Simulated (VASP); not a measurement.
# Sr (P6/mmm) in VASP: single point with LDA

Aim: the single point of Sr with LDA.

Program: VASP 6.6.1. These are calculated values, not measurements. Logs are shortened: lines on timing, memory, paths and dates and some standing lists are left out, and cuts for length are marked.

**1. The cell of the first run**

The structure is hexagonal, space group P6/mmm (No. 191). Conventional cell: a = 10.068 Å, b = 10.068 Å, c = 5.266 Å, α = 90.00°, β = 90.00°, γ = 120.00°.

This isn't the form of Sr at room conditions, which is fcc.

**2. Single point, LDA**

Input file INCAR:

```
ALGO = Normal
EDIFF = 1E-6
ENCUT = 520
ISIF = 2
ISMEAR = 0
LASPH = True
LCHARG = False
LREAL = False
LWAVE = False
NBANDS = 11
NELM = 80
PREC = Accurate
SIGMA = 0.05
```

Input file KPOINTS:

```
k-points
0
Gamma
  6 6 8
```

Input file POSCAR:

```
Sr
1.0
   10.0675294262      0.0000000000      0.0000000000
   -5.0337647131      8.7187362364      0.0000000000
    0.0000000000      0.0000000000      5.2661562781
Sr
1
Direct
    0.0000000000      0.0000000000      0.0000000000
```

Potentials or basis: VASP PAW LDA potentials, release 64 (Sr_sv).

Command:

```sh
cat potpaw_LDA.64/Sr_sv/POTCAR > POTCAR
mpirun -np 1 vasp_std > vasp.out
```

OUTCAR:

```text
EDIFF = 1E-6
   ENCUT = 520
   ISIF = 2
   ISMEAR = 0
   LASPH = True
   LREAL = False
   NELM = 80
   PREC = Accurate

 ion  position               nearest neighbor table
   1  0.000  0.000  0.000-

  LATTYP: Found a hexagonal cell.
 ALAT       =    10.0675294262
 C/A-ratio  =     0.5230832765

  Lattice vectors:

 A1 = (  10.0675294262,   0.0000000000,   0.0000000000)
 A2 = (  -5.0337647131,   8.7187362364,   0.0000000000)
 A3 = (   0.0000000000,   0.0000000000,   5.2661562781)

Analysis of symmetry for initial positions (statically):
=====================================================================
 Subroutine PRICEL returns:
 Original cell was already a primitive cell.

 Routine SETGRP: Setting up the symmetry group for a
 hexagonal supercell.

 Subroutine GETGRP returns: Found 24 space group operations
 (whereof 24 operations were pure point group operations)
 out of a pool of 24 trial point group operations.

The static configuration has the point symmetry D_6h.

Analysis of symmetry for dynamics (positions and initial velocities):
=====================================================================
 Subroutine PRICEL returns:
 Original cell was already a primitive cell.

 Routine SETGRP: Setting up the symmetry group for a
 hexagonal supercell.

 Subroutine GETGRP returns: Found 24 space group operations
 (whereof 24 operations were pure point group operations)
 out of a pool of 24 trial point group operations.

The dynamic configuration has the point symmetry D_6h.

 Subroutine INISYM returns: Found 24 space group operations
 (whereof 24 operations are pure point group operations),
 and found     1 'primitive' translations

----------------------------------------------------------------------------------------

                                     Primitive cell

  volume of cell :     462.2428

  direct lattice vectors                    reciprocal lattice vectors
    10.067529426  0.000000000  0.000000000     0.099329235  0.057347761  0.000000000
    -5.033764713  8.718736236  0.000000000     0.000000000  0.114695522  0.000000000
     0.000000000  0.000000000  5.266156278     0.000000000  0.000000000  0.189891820

  length of vectors
    10.067529426 10.067529426  5.266156278     0.114695522  0.114695522  0.189891820

  position of ions in fractional coordinates (direct lattice)
     0.000000000  0.000000000  0.000000000

  ion indices of the primitive-cell ions
[... 80 lines left out ...]
   ISIF   =      2    stress and relaxation
   ISYM   =      2    0-nonsym 1-usesym 2-fastsym
   POTIM  = 0.5000    time-step for ionic-motion
   TEBEG  =    0.0;   TEEND  =   0.0 temperature during run
   PSTRESS=    0.0 pullay stress
   NELECT =      10.0000    total number of electrons
   NUPDOWN=      -1.0000    fix difference up-down
   EMIN   =  10.00;   EMAX   =-10.00  energy-range for DOS
   EFERMI =   0.00;   METHOD = LEGACY
   ISMEAR =     0;   SIGMA  =   0.05  broadening in eV -4-tet -1-fermi 0-gaus
   EFERMI_NEDOS =   21; number of points for ismear=-14 and -15
   IALGO  =     38    algorithm
   IMIX   =      4    mixing-type and parameters
     AMIX     =   0.40;   BMIX     =  1.00
     AMIX_MAG =   1.60;   BMIX_MAG =  1.00
  volume/ion in A,a.u.               =     462.24      3119.37
  Fermi-wavevector in a.u.,A,eV,Ry     =   0.456161  0.862019  2.831138  0.208083
  Thomas-Fermi vector in A             =   1.440167
   LORBIT       =      0    0 simple, 1 ext, 2 COOP (PROOUT), +10 PAW based schemes
   GGA     = CA    functional components
   LHFCALC =     F    Hartree Fock is set to
   AEXX    =    0.0000 exact exchange contribution
   IVDW    =     0    specifies the selected vdW correction
   LEPSILON=     F    determine dielectric tensor
   LRPA    =     F    only Hartree local field effects (RPA)
 non-spin polarized calculation
 Gauss-broadening in eV      SIGMA  =   0.05
  energy-cutoff  :      520.00
  volume of cell :      462.24
 maximum number of plane-waves:     12500
 NGX is ok and might be reduce to    80
   NGX = 37   NGY = 37   NGZ = 19

 number of electron      10.0000000 magnetization

 Free energy of the ion-electron system (eV)
  ---------------------------------------------------
  ext. energy  EPLUGINS =         0.00000000
  ---------------------------------------------------
  free energy    TOTEN  =        -0.19522014 eV

  energy without entropy =       -0.19522014  energy(sigma->0) =       -0.19522014

 E-fermi :  -2.0916     XC(G=0):  -2.4340

 val. band max:       -2.3356168716   @ k =   0.3333   0.3333   0.5000
 cond. band min:      -1.5046604743   @ k =   0.0000   0.0000   0.5000
 fundamental gap:      0.8309563974
 Fermi energy:        -2.0915504010

 k-point     1 :       0.0000    0.0000    0.0000
  band No.  band energies     occupation
      1     -40.1063      2.00000
      2     -22.1415      2.00000
      3     -22.1415      2.00000
      4     -22.0835      2.00000
      5      -3.5197      2.00000
      6      -1.1318      0.00000
      7      -0.8759      0.00000
      8      -0.8759      0.00000
      9      -0.8338      0.00000
     10      -0.8338      0.00000
     11      -0.2232      0.00000
[... 309 lines left out ...]
 k-point    24 :       0.3333    0.0000    0.3750
  band No.  band energies     occupation
      1     -40.1062      2.00000
      2     -22.1410      2.00000
      3     -22.1410      2.00000
      4     -22.0904      2.00000
      5      -2.6603      2.00000
      6      -1.2163      0.00000
      7      -1.0992      0.00000
      8      -1.0604      0.00000
      9      -0.6548      0.00000
     10      -0.6241      0.00000
     11      -0.1613      0.00000

 [... further k-points ...]

------------------------ aborting loop because EDIFF is reached ----------------------------------------

  FORCE on cell =-STRESS in cart. coord.  units (eV):
  Direction    XX          YY          ZZ          XY          YZ          ZX
  --------------------------------------------------------------------------------------
  -------------------------------------------------------------------------------------
  Total       -0.0138713     -0.0138713     -0.7940913      0.0000000      0.0000000     -0.0000000
  in kB       -0.0480793     -0.0480793     -2.7523955      0.0000000      0.0000000     -0.0000000
  external PRESSURE =      -0.9495180 kB  Pullay stress =       0.0000000 kB

 VOLUME and BASIS-vectors are now :
 -----------------------------------------------------------------------------
  energy-cutoff  :      520.00
  volume of cell :      462.24
      direct lattice vectors                 reciprocal lattice vectors
    10.067529426  0.000000000  0.000000000     0.099329235  0.057347761  0.000000000
    -5.033764713  8.718736236  0.000000000     0.000000000  0.114695522  0.000000000
     0.000000000  0.000000000  5.266156278     0.000000000  0.000000000  0.189891820

 POSITION                                       TOTAL-FORCE (eV/Angst)
 -----------------------------------------------------------------------------------
      0.00000      0.00000      0.00000         0.000000      0.000000      0.000000
 -----------------------------------------------------------------------------------
    total drift:                               -0.000000      0.000000     -0.000000

  FREE ENERGIE OF THE ION-ELECTRON SYSTEM (eV)
  ---------------------------------------------------
  free  energy   TOTEN  =        -0.1952201352 eV

  energy  without entropy=       -0.1952201352  energy(sigma->0) =       -0.19522014
```

OSZICAR:

```text
N       E                     dE             d eps       ncg     rms          rms(c)
DAV:   1     0.181203225665E+02    0.18120E+02   -0.35145E+03  1178   0.561E+02
DAV:   2     0.103719333367E+01   -0.17083E+02   -0.16979E+02   945   0.914E+01
DAV:   3    -0.147192650370E+00   -0.11844E+01   -0.11802E+01  1343   0.139E+01
DAV:   4    -0.197932768394E+00   -0.50740E-01   -0.50642E-01  1140   0.255E+00
DAV:   5    -0.199912953883E+00   -0.19802E-02   -0.19780E-02  1399   0.350E-01    0.191E+00
DAV:   6    -0.197033800471E+00    0.28792E-02   -0.30477E-03  1152   0.258E-01    0.106E+00
DAV:   7    -0.194844662452E+00    0.21891E-02   -0.65886E-03  1054   0.324E-01    0.916E-02
DAV:   8    -0.194972729142E+00   -0.12807E-03   -0.52688E-04  1429   0.767E-02    0.260E-02
DAV:   9    -0.195036334191E+00   -0.63605E-04   -0.24049E-05  1067   0.150E-02    0.180E-02
DAV:  10    -0.195141072330E+00   -0.10474E-03   -0.70084E-05  1125   0.235E-02    0.964E-03
DAV:  11    -0.195199289804E+00   -0.58217E-04   -0.26656E-05  1075   0.186E-02    0.129E-02
DAV:  12    -0.195215073014E+00   -0.15783E-04   -0.82490E-06  1134   0.667E-03    0.385E-03
DAV:  13    -0.195219671214E+00   -0.45982E-05   -0.21918E-06  1126   0.357E-03    0.127E-03
DAV:  14    -0.195220135155E+00   -0.46394E-06   -0.14628E-07  1072   0.107E-03
   1 F= -.19522014E+00 E0= -.19522014E+00  d E =-.418306E-13
```

stdout:

```text
POSCAR found type information on POSCAR Sr
 POSCAR found :  1 types and       1 ions
 scaLAPACK will be used
 LDA part: xc-table for (Slater(with rela. corr.)+CA(PZ))
 , standard interpolation
 POSCAR, INCAR and KPOINTS ok, starting setup
 FFT: planning ... GRIDC
 FFT: planning ... GRID_SOFT
 FFT: planning ... GRID
 WAVECAR not read
 entering main loop
```

Run time: 2.3 min. Hardware: 1 thread of Intel Xeon Platinum 8375C at 2.90GHz (Ice Lake), shared host; peak memory 0.51 GiB.

What came out:

| Item | Value |
| --- | --- |
| Free energy | -0.1952 eV |
| Pressure | -0.1 GPa |
| Band gap on the k mesh | 0.83 eV (least direct gap 0.87 eV) |

Levels at points of the mesh, in eV from the valence-band top:
```tsv
k point	band 1	band 2	band 3	band 4	band 5	band 6	band 7	band 8	band 9	band 10
(0.00, 0.00, 0.00)	-37.77	-19.81	-19.81	-19.75	-1.18	1.20	1.46	1.46	1.50	1.50
(0.50, 0.00, 0.00)	-37.77	-19.81	-19.81	-19.75	-1.16	1.11	1.27	1.38	1.49	1.57
(0.00, 0.00, 0.50)	-37.77	-19.81	-19.81	-19.76	-0.04	0.83	1.26	1.26	1.72	1.72
(0.50, 0.00, 0.50)	-37.77	-19.81	-19.81	-19.76	0.00	0.87	1.22	1.25	1.72	1.75
```

 A k mesh can miss the band edges.
